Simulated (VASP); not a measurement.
Crystal: Cl.

```
Cl
1.0
     0.00000    3.07500    3.07500
     3.07500    0.00000    3.07500
     3.07500    3.07500    0.00000
Cl
2
Cartesian
  6.1500 6.1500 6.1500
  1.5375 1.5375 1.5375
```

```yaml
Program: VASP 6.6.1
Task: relaxation of cell and atoms
Functional: PBE
Potentials_or_basis: VASP PAW PBE potentials, release 64 (Cl)
Cutoff: 500 eV
k_mesh: 5 × 5 × 5
Occupations: fermi-dirac, width 0.02 eV
Spin: no spin polarisation
```

At the start: pressure 3.6 GPa; volume 29.08 Å³/atom.

Problem. Where does the relaxation end?

Solution. Over 3 steps the energy falls by 41.3 meV/atom and the volume is 33.55 Å³/atom (+15.4 %); space group Fd-3m (No. 227, to 0.1 Å) before and after.

Step by step:
| step | energy change (eV) | largest force (eV/Å) | pressure (GPa) | volume (Å³) |
| --- | --- | --- | --- | --- |
| 1 | 0.0000 | 0.0000 | 3.59 | 58.15 |
| 2 | -0.0753 | 0.0000 | 0.90 | 63.80 |
| 3 | -0.0826 | 0.0000 | -0.14 | 67.11 |

Final structure:
```
CELL_PARAMETERS angstrom
0.00000 3.22536 3.22536
3.22536 0.00000 3.22536
3.22536 3.22536 0.00000
ATOMIC_POSITIONS crystal
Cl 0.00000 0.00000 0.00000
Cl 0.25000 0.25000 0.25000
```

Caveat: the volume moved by over 15 % at a fixed basis, so the end points are rough.
